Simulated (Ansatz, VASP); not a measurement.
**BN: VASP beside Ansatz**

```
B N
1.0
     0.00000    1.80483    1.80483
     1.80483    0.00000    1.80483
     1.80483    1.80483    0.00000
B N
1 1
Cartesian
  0.0000 0.0000 0.0000
  0.9024 0.9024 0.9024
```

Alike in both runs: functional r2SCAN; k mesh 10 × 10 × 10; no spin polarisation.

Ansatz relaxed the structure, and its values are those at the end. VASP's run is a single point on that final structure, the one shown.

```csv
,VASP,Ansatz
version,VASP 6.6.1,Ansatz 0.2.0
potentials or method,"VASP PAW PBE potentials, release 64 (B, N), cutoff 520 eV","plane waves, PAW"
occupations,"gaussian, width 0.01 eV",fixed
valence electrons in the cell,8,8
```

```tsv
	VASP	Ansatz	Ansatz less VASP
pressure (GPa)	1.1	0.0	-1.14
```

VASP's potentials were made for PBE, not for r2SCAN.
